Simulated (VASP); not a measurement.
Wanted: the native input for a VASP 6.6.1 run.

| Property | Result |
| --- | --- |
| Task | single point |
| Functional | PBE |
| Potentials or basis | VASP PAW PBE potentials, release 64 (K_sv) |
| Cutoff | 400 eV |
| k mesh | 6 × 6 × 6 |
| Occupations | gaussian, width 0.1 eV |
| Spin | no spin polarisation |
| Dipole correction | no |
| Further INCAR settings | ALGO = Normal; EDIFF = 1e-06; NBANDS = 10 |

The structure of K lies in POSCAR:

```
K
1.0
    3.6495269857      2.1070553876      2.3679939660
   -3.6495269857      2.1070553876      2.3679939660
    0.0000000000     -4.2141107752      2.3679939660
K
1
Direct
    0.0000000000      0.0000000000      0.0000000000
```

These files were run (other wordings do the same):

INCAR

```
SYSTEM = K
  PREC = Accurate
  ENCUT = 400
  EDIFF = 1E-6
  ISMEAR = 0
  SIGMA = 0.1
  LREAL = .False.
  LASPH = .True.
  NELM = 120
  ALGO = Normal
  ISIF = 2
  LWAVE = .False.
  LCHARG = .False.
  GGA = PE
  NBANDS = 10
  GGA_COMPAT = .False.
```

KPOINTS

```
Automatic mesh
0
Gamma
  6 6 6
  0 0 0
```

Potentials or basis: VASP PAW PBE potentials, release 64 (K_sv).

Run with:

```console
$ cat potpaw_PBE.64/K_sv/POTCAR > POTCAR
$ mpirun -np 1 vasp_std > vasp.out
```

It gave:

```yaml
Pressure: -0.5 GPa
```

Wall time 13 s on 1 thread of Intel(R) Xeon(R) Platinum 8259CL CPU @ 2.50GHz (Skylake/Cascade Lake), on a shared host, peak memory 0.17 GiB.
